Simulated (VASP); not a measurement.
The system is Pd.

```
Pd
1.0
     2.75050    0.00000    0.00000
    -1.37525    2.38200    0.00000
     0.00000    0.00000    4.49157
Pd
2
Direct
  0.33333 0.66667 0.25000
  0.66667 0.33333 0.75000
```

This isn't the form of Pd at room conditions, which is fcc.

* Program: VASP 6.6.1
* Task: relaxation of cell and atoms
* Functional: PBE
* Potentials or basis: VASP PAW PBE potentials, release 64 (Pd)
* Cutoff: 500 eV
* k mesh: 13 × 13 × 7
* Occupations: fermi-dirac, width 0.05 eV
* Spin: collinear spin
* Starting moments: [0.5, -0.5] μB

At the start: pressure 8.4 GPa; volume 14.71 Å³/atom.

Problem. Where does the relaxation end?

Solution. Over 10 steps the energy falls by 20.0 meV/atom and the volume is 15.39 Å³/atom (+4.6 %); space group P6_3/mmc (No. 194, to 0.1 Å) before and after; moment 0.00 μB per cell.

The path:
| step | energy change (eV) | largest force (eV/Å) | pressure (GPa) | volume (Å³) |
| --- | --- | --- | --- | --- |
| 1 | 0.0000 | 0.0000 | 8.36 | 29.43 |
| 2 | 0.0215 | 0.0000 | -8.83 | 32.82 |
| 3 | -0.0364 | 0.0000 | -0.36 | 30.85 |
| 4 | -0.0364 | 0.0000 | -0.20 | 30.82 |
| 5 | -0.0390 | 0.0000 | -0.06 | 30.79 |
| 6 | -0.0399 | 0.0000 | 0.07 | 30.76 |
| 7 | -0.0399 | 0.0000 | 0.12 | 30.75 |
| 8 | -0.0399 | 0.0000 | 0.12 | 30.76 |
| 9 | -0.0399 | 0.0000 | -0.17 | 30.81 |
| 10 | -0.0399 | 0.0000 | 0.01 | 30.78 |

Final structure:
```
Pd
1.0
     2.76626    0.00000    0.00000
    -1.38313    2.39565    0.00000
     0.00000    0.00000    4.64416
Pd
2
Direct
  0.33333 0.66667 0.25000
  0.66667 0.33333 0.75000
```
